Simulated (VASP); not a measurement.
A run of VASP 6.6.1 is set up as follows.

The input INCAR:

```
SYSTEM = Pb
PREC = Accurate ; ENCUT = 500
EDIFF = 1E-6 ; ISMEAR = 1
SIGMA = 0.05 ; LREAL = .FALSE.
LASPH = .TRUE. ; NELM = 120
ALGO = Normal ; ISIF = 2
LWAVE = .FALSE. ; LCHARG = .TRUE.
GGA = PE ; LELF = .TRUE.
LVHAR = .TRUE. ; NBANDS = 13
GGA_COMPAT = .FALSE.
```

File KPOINTS:

```
regular mesh
0
G
  9 9 9
  0 0 0
```

POSCAR

```
Pb
1.0
    3.5002070000      0.0000000000      0.0000000000
    1.7501035000      3.0312681805      0.0000000000
    1.7501035000      1.0104227268      2.8579070480
Pb
1
Direct
    0.0000000000      0.0000000000      0.0000000000
```

Potentials or basis: VASP PAW PBE potentials, release 64 (Pb_d).

Run with:

```sh
$ cat potpaw_PBE.64/Pb_d/POTCAR > POTCAR
$ mpirun -np 1 vasp_std > vasp.out
```

(1) Estimate the pressure.

(2) What does it give for the band gap on the k mesh?

## Answers

(1) 2.2 GPa.

(2) zero (band 7 reaches 14.70 eV, above the bottom of band 8 at 5.74 eV).

Caveat: spin-orbit coupling is left out, which moves the levels of the heavy elements.
